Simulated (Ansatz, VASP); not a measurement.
One calculation of SnO, two programs

POSCAR

```
SnO
1.0
    3.8389522158      0.0000000000      0.0000000000
    0.0000000000      3.8389522158      0.0000000000
    0.0000000000      0.0000000000      4.9192779074
Sn O
2 2
Direct
    0.5000000000      0.0000000000      0.7646261400
    0.0000000000      0.5000000000      0.2353738600
    0.0000000000      0.0000000000      0.0000000000
    0.5000000000      0.5000000000      0.0000000000
```

Contents of INCAR.step1:

```
ALGO = Normal
EDIFF = 1E-4
ENCUT = 520
GGA = PE
ISMEAR = -1
LASPH = True
LCHARG = False
LREAL = False
LWAVE = True
NBANDS = 28
NELM = 100
PREC = Accurate
SIGMA = 0.05
```

INCAR.step2

```
ALGO = Normal
EDIFF = 1E-7
ENCUT = 520
ISIF = 2
ISMEAR = -1
ISTART = 1
LASPH = True
LCHARG = False
LMIXTAU = True
LREAL = False
LWAVE = False
METAGGA = R2SCAN
NBANDS = 28
NELM = 100
PREC = Accurate
SIGMA = 0.05
```

Contents of KPOINTS:

```
k-points
0
Gamma
  7 7 6
```

File input.yaml:

```yaml
crystal:
  lattice:
    - [3.8389522158, 0.0, 0.0]
    - [0.0, 3.8389522158, 0.0]
    - [0.0, 0.0, 4.9192779074]
  atoms:
    - { symbol: Sn, position: [0.5, 0.0, 0.76462614] }
    - { symbol: Sn, position: [0.0, 0.5, 0.23537386] }
    - { symbol: O, position: [0.0, 0.0, 0.0] }
    - { symbol: O, position: [0.5, 0.5, 0.0] }
hamiltonian:
  xc: r2scan
  pseudopotentials: { kind: paw }
kpoints:
  mp_grid: { grid: [7, 7, 6] }
scf:
  occupations: { method: fermi_dirac, width: 0.05 }
output:
  forces: true
  stress: true
  eigenvalues: true
```

Alike in both runs: task single point; functional r2SCAN; k mesh 7 × 7 × 6; occupations fermi-dirac, width 0.05 eV; no spin polarisation.

|  | VASP | Ansatz |
| --- | --- | --- |
| version | VASP 6.6.1 | Ansatz 0.2.0 |
| potentials or method | VASP PAW PBE potentials, release 64 (Sn_d, O) | Ansatz PAW |
| plane-wave cutoff (eV) | 520 | 500 |
| valence electrons in the cell | 40 | 40 |

VASP gave:

```
gap on the k mesh at the Fermi level (eV)                     : 0.59
least direct gap on the mesh (eV)                             : 2.35
pressure (GPa)                                                : -1.8
traceless stress, the component that is largest in VASP (GPa) : 0.39
rms of the force components (eV/Å)                            : 0.109
```

What did Ansatz give for the same quantities?

gap on the k mesh at the Fermi level (eV): 0.58; least direct gap on the mesh (eV): 2.38; pressure (GPa): -2.3; traceless stress, the component that is largest in VASP (GPa): 0.44; rms of the force components (eV/Å): 0.163.

VASP's potentials were made for PBE, not for r2SCAN. Atom by atom the forces differ by 0.054 eV/Å (rms over components).

Noted on Ansatz's run: odd divisions of the mesh miss points on the zone boundary, where band edges often lie, so the gap on the mesh can be too wide.
